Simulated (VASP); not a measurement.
Write the native input for VASP 6.6.1 that does the following.

- Task: single point
- Functional: PBE
- Potentials or basis: VASP PAW PBE potentials, release 64 (Ga_d, N)
- Cutoff: 450 eV
- k mesh: 9 × 9 × 9
- Occupations: gaussian, width 0.02 eV
- Spin: no spin polarisation
- Further INCAR settings: ALGO = Normal; EDIFF = 1e-07

The structure of GaN lies in POSCAR:

```
GaN
1.0
    0.0000000000      2.2535006075      2.2535006075
    2.2535006075      0.0000000000      2.2535006075
    2.2535006075      2.2535006075      0.0000000000
Ga N
1 1
Direct
   -0.0000040000     -0.0009780000      0.0006670000
    0.2452550000      0.2539210000      0.2528650000
```

This cell differs from its parent crystal: atoms moved at random.

The input as run:

INCAR

```
SYSTEM = GaN
PREC = Accurate ; ENCUT = 450
EDIFF = 1E-7 ; ISMEAR = 0
SIGMA = 0.02 ; LREAL = .False.
LASPH = .True. ; ALGO = Normal
NELM = 100 ; ISIF = 2
LWAVE = .False. ; LCHARG = .False.
```

KPOINTS

```
k-points
0
Gamma
  9 9 9
```

Potentials or basis: VASP PAW PBE potentials, release 64 (Ga_d, N).

Run with:

```sh
$ cat potpaw_PBE.64/Ga_d/POTCAR potpaw_PBE.64/N/POTCAR > POTCAR
$ mpirun -np 1 vasp_std > vasp.out
```

Results of the run:

| Property | Result |
| --- | --- |
| Largest force | 0.209 eV/Å |
| Band gap on the k mesh | 1.69 eV |

Caveat: the cell differs from its parent crystal (atoms moved at random).

Run time: 29 s on 1 thread of Intel(R) Xeon(R) 6975P-C (Granite Rapids), with other jobs on the host, peak memory 0.22 GiB.
